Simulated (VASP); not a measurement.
GaN: single point with r2SCAN

Crystal: GaN.

```xyz
2
Lattice="0.0211 2.2535 2.2535 2.2535 0.0211 2.2535 2.2746 2.2746 0.0000" Properties=species:S:1:pos:R:3 pbc="T T T"
Ga    0.0000    0.0000    0.0000
N     3.4119    3.4119    3.3803
```

This cell differs from its parent crystal: strain +0.0187 x Voigt [0, 0, 0, 0, 0, 1].

```
Program             : VASP 6.6.1
Task                : single point
Functional          : r2SCAN
Potentials or basis : VASP PAW PBE potentials, release 64 (Ga_d, N)
Cutoff              : 520 eV
k mesh              : 10 × 10 × 10
Occupations         : gaussian, width 0.05 eV
Spin                : no spin polarisation
```

```
Pressure               : 0.0 GPa
Largest force          : 0.157 eV/Å
Band gap on the k mesh : 2.08 eV
```

Forces in eV/Å, atoms in the order of the input:
```
Ga   0.000  0.000 -0.157
N    0.000  0.000  0.157
```

Stress tensor (GPa, compression positive):
```
 0.00 -3.72  0.00
-3.72  0.00  0.00
 0.00  0.00 -0.04
```

Levels at points of the mesh, in eV from the valence-band top:
| k point | band 7 | band 8 | band 9 | band 10 | band 11 | band 12 |
| --- | --- | --- | --- | --- | --- | --- |
| (0.00, 0.00, 0.00) | -0.08 | -0.04 | 0.00 | 2.07 | 10.73 | 10.98 |
| (0.50, 0.00, 0.00) | -7.18 | -1.08 | -1.07 | 5.04 | 9.44 | 10.78 |
| (0.50, 0.50, 0.00) | -6.26 | -2.94 | -2.70 | 3.71 | 7.22 | 12.54 |
| (0.00, 0.00, 0.50) | -7.21 | -1.00 | -0.99 | 5.20 | 9.36 | 10.97 |
| (0.50, 0.00, 0.50) | -6.26 | -2.82 | -2.82 | 3.73 | 7.20 | 12.53 |

Run time: 4.1 min on 1 thread of Intel Xeon 8259CL (shared host), peak memory 0.19 GiB.

Caveat: the cell differs from its parent crystal (strain +0.0187 x Voigt [0, 0, 0, 0, 0, 1]); the PAW data sets were made with another functional, which shifts forces and pressure a little.
